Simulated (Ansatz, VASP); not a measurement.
**CuO: VASP beside Ansatz**

```xyz
4
Lattice="2.3416 -1.7144 0.0000 2.3416 1.7144 0.0000 -0.8297 0.0000 5.0621" Properties=species:S:1:pos:R:3 pbc="T T T"
Cu    1.1708    0.8572    0.0000
Cu    0.7559   -0.8572    2.5311
O     2.1342   -0.2465    1.2655
O     1.7193    0.2465    3.7966
```

Alike in both runs: task single point; functional PBE; k mesh 8 × 8 × 4; occupations fermi-dirac, width 0.03 eV; collinear spin; Hubbard terms Cu d U = 2.7 eV.

|  | VASP | Ansatz |
| --- | --- | --- |
| version | VASP 6.6.1 | Ansatz 0.2.0 |
| potentials or method | VASP PAW PBE potentials, release 64 (Cu, O), cutoff 520 eV | PAW, plane waves, scalar-relativistic |
| valence electrons in the cell | 34 | 50 |

Ansatz gave:

| Item | Value |
| --- | --- |
| pressure (GPa) | 7.7 |
| traceless stress, the component that is largest in VASP (GPa) | -1.35 |
| rms of the force components (eV/Å) | 0.026 |
| net moment per atom (μB) | 0.00 |
| size of the moment on the site where the two differ most (μB) | 0.49 |

Question: What did VASP give for the same quantities?

Answer: Pressure (GPa): 5.4; traceless stress, the component that is largest in VASP (GPa): -1.36; rms of the force components (eV/Å): 0.028; net moment per atom (μB): 0.00; size of the moment on the site where the two differ most (μB): 0.52.

Site moments also hang on the region over which each program counts them. The programs project onto different local orbitals, so the same U acts differently, and such runs can settle in different states. Atom by atom the forces differ by 0.002 eV/Å (rms over components). VASP's potentials hold 34 valence electrons a cell and Ansatz's 50, so a difference there can come from the potentials and not from the codes. Ansatz's warnings: seeded moment not kept, specified occupation not kept.
